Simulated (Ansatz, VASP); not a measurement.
# Nb: VASP beside Ansatz

```
CELL_PARAMETERS angstrom
-1.62311 1.62311 1.62311
1.62311 -1.62311 1.62311
1.62311 1.62311 -1.62311
ATOMIC_POSITIONS crystal
Nb 0.00000 0.00000 0.00000
```

Alike in both runs: task single point; functional LDA; k mesh 14 × 14 × 14; occupations methfessel-paxton of order 1, width 0.1 eV; no spin polarisation.

|  | VASP | Ansatz |
| --- | --- | --- |
| version | VASP 6.6.1 | Ansatz 0.2.0 |
| potentials or method | VASP PAW LDA potentials, release 64 (Nb_sv), cutoff 520 eV | plane waves (420 eV) with PAW, scalar-relativistic |
| valence electrons in the cell | 13 | 13 |

Ansatz gave:

* pressure (GPa): 0.1

Task: Which values does VASP return?

Result: Pressure (GPa): -0.1.

Ansatz warns that its potentials were made for another functional, while VASP's fit it. LDA's correlation is that of Perdew and Zunger in VASP and of Perdew and Wang (1992) in Ansatz.
